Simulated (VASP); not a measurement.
Write the native input for VASP 6.6.1 that does the following.

| Quantity | Value |
| --- | --- |
| Task | single point |
| Functional | PBE |
| Potentials or basis | VASP PAW PBE potentials, release 64 (Na_pv, Cl) |
| Cutoff | 520 eV |
| k mesh | 2 × 2 × 2 |
| Occupations | fermi-dirac, width 0.05 eV |
| Spin | no spin polarisation |
| Dipole correction | no |
| Further INCAR settings | LREAL = Auto; ALGO = Normal; EDIFF = 1e-06; NBANDS = 66 |

The structure of Na7Cl8 (a cell with a defect) lies in POSCAR:

```
Na7Cl8
1.0
    0.0000000000      5.9031470000      5.9031470000
    5.9031470000      0.0000000000      5.9031470000
    5.9031470000      5.9031470000      0.0000000000
Na Cl
7 8
Direct
    0.0023970265      0.0070386186      0.0535731196
    0.0156018476      0.4660564950     -0.0170417576
    0.1042240690      0.4842078302      0.4197506855
    0.5797162090      0.0136622042     -0.0656175426
    0.3605534472     -0.0612893428      0.5431679069
    0.4898658292      0.5230853983      0.0229792685
    0.6034493127      0.5234919612      0.4474308365
    0.2566935907      0.2359588877      0.2043655698
    0.2674929152      0.1935323650      0.7212339452
    0.3098686175      0.7798213394      0.2247275902
    0.1191398419      0.8002680604      0.8361811081
    0.7382502926      0.2607083984      0.2532716871
    0.6681774992      0.2894642468      0.7995311653
    0.7606620672      0.7938985765      0.2731085640
    0.7786948216      0.6747163843      0.7496594613
```

These files were run (other wordings do the same):

INCAR

```
PREC = Accurate ; ENCUT = 520
EDIFF = 1E-6 ; ISMEAR = -1
SIGMA = 0.05 ; LREAL = Auto
LASPH = True ; NELM = 100
ALGO = Normal ; ISIF = 2
LWAVE = False ; LCHARG = False
GGA = PE ; NBANDS = 66
```

KPOINTS

```
regular mesh
0
Gamma
  2 2 2
```

Potentials or basis: VASP PAW PBE potentials, release 64 (Na_pv, Cl).

Run with:

```sh
$ cat potpaw_PBE.64/Na_pv/POTCAR potpaw_PBE.64/Cl/POTCAR > POTCAR
$ mpirun -np 1 vasp_std > vasp.out
```

It gave:

```yaml
Pressure: 0.1 GPa
Largest_force: 1.602 eV/Å
Band_gap_on_the_k_mesh: zero (an odd number of electrons rules out a gap without spin polarisation)
```

Caveat: the k points lie up to 0.46 Å⁻¹ apart, too coarse for converged energies and pressures of a metal; an odd number of electrons without spin polarisation forces a metal; a magnetic or distorted state may lie lower.

It took 5.1 min on 1 thread of Intel(R) Xeon(R) 6975P-C (Granite Rapids) (shared host), peak memory 0.58 GiB.
